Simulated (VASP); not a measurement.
Here is a VASP 6.6.1 calculation.

INCAR

```
SYSTEM = HfSi3Br4
PREC = Accurate
ENCUT = 520
EDIFF = 1E-7
ISMEAR = 0
SIGMA = 0.1
LREAL = .FALSE.
LASPH = .TRUE.
NELM = 60
ALGO = Normal
ISIF = 2
LWAVE = .FALSE.
LCHARG = .FALSE.
GGA = PE
NBANDS = 35
```

The input KPOINTS:

```
Automatic mesh
0
G
  8 8 8
  0 0 0
```

The input POSCAR:

```
HfSi3Br4
1.0
    5.8252299148      0.0000000000      0.0000000000
    0.0000000000      5.8252299148      0.0000000000
    0.0000000000      0.0000000000      5.8252299148
Hf Si Br
1 3 4
Direct
    0.0000000000      0.0000000000      0.0000000000
    0.0000000000      0.5000000000      0.5000000000
    0.5000000000      0.0000000000      0.5000000000
    0.5000000000      0.5000000000      0.0000000000
    0.5000000000      0.0000000000      0.0000000000
    0.0000000000      0.5000000000      0.0000000000
    0.0000000000      0.0000000000      0.5000000000
    0.5000000000      0.5000000000      0.5000000000
```

Potentials or basis: VASP PAW PBE potentials, release 64 (Hf_pv, Si, Br).

Command:

```sh
$ cat potpaw_PBE.64/Hf_pv/POTCAR potpaw_PBE.64/Si/POTCAR potpaw_PBE.64/Br/POTCAR > POTCAR
$ mpirun -np 1 vasp_std > vasp.out
```

Q: Estimate the band gap on the k mesh.

A: Zero (bands 25 and 26 overlap by 1.44 eV).

Q: Predict the pressure.

A: -0.1 GPa.

Caveat: spin-orbit coupling is left out, which moves the levels of the heavy elements.
